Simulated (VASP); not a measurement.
Input of a VASP 6.6.1 run:

Contents of INCAR:

```
ALGO = Fast ; EDIFF = 1E-6
ENCUT = 520 ; GGA = PS
ISIF = 2 ; ISMEAR = -1
IVDW = 12 ; LASPH = T
LCHARG = F ; LREAL = F
LWAVE = F ; NBANDS = 11
NELM = 80 ; PREC = Accurate
SIGMA = 0.05
```

The input KPOINTS:

```
k-points
0
Gamma
  12 12 12
```

POSCAR

```
Pd
1.0
    0.0000000000      1.9846763588      1.9846763588
    1.9846763588      0.0000000000      1.9846763588
    1.9846763588      1.9846763588      0.0000000000
Pd
1
Direct
    0.0000000000      0.0000000000      0.0000000000
```

Potentials or basis: VASP PAW PBE potentials, release 64 (Pd).

The run is started by

```console
$ cat potpaw_PBE.64/Pd/POTCAR > POTCAR
$ mpirun -np 1 vasp_std > vasp.out
```

Problem. What does it give for the pressure?

Solution. -18.6 GPa.

Problem. Estimate the dispersion energy per atom.

Solution. -0.586 eV.

Problem. What does it give for the band gap on the k mesh?

Solution. Zero (band 5 reaches 8.91 eV, above the bottom of band 6 at 7.49 eV).

Caveat: the PAW data sets were made with another functional, which shifts forces and pressure a little; pairwise dispersion overbinds metals, which lowers pressure and volume.
